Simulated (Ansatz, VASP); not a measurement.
# Two plane-wave programs on WSe2

```xyz
3
Lattice="3.3153 0.0000 0.0000 -1.6577 2.8712 0.0000 0.0000 0.0000 6.5192" Properties=species:S:1:pos:R:3 pbc="T T T"
W     0.0000    0.0000    0.0000
Se    0.0000    1.9141    1.6765
Se    1.6577    0.9571    4.8427
```

Alike in both runs: task single point; functional PBE; dispersion D3(BJ); k mesh 6 × 6 × 4; occupations fermi-dirac, width 0.02 eV; no spin polarisation.

```csv
,VASP,Ansatz
version,VASP 6.6.1,Ansatz 0.2.0
potentials or method,"VASP PAW PBE potentials, release 64 (W_sv, Se)",plane waves
plane-wave cutoff (eV),500,420
valence electrons in the cell,26,46
```

|  | VASP | Ansatz | Ansatz less VASP |
| --- | --- | --- | --- |
| pressure (GPa) | -0.1 | -0.4 | -0.28 |
| traceless stress, the component that is largest in VASP (GPa) | 2.05 | 2.01 | -0.041 |
| rms of the force components (eV/Å) | 0.176 | 0.157 | -0.0188 |

Atom by atom the forces differ by 0.019 eV/Å (rms over components). VASP's potentials hold 26 valence electrons a cell and Ansatz's 46, so a difference there can come from the potentials and not from the codes.

The k mesh is coarse, so the values compare programs but aren't converged. Spin-orbit coupling is off throughout.
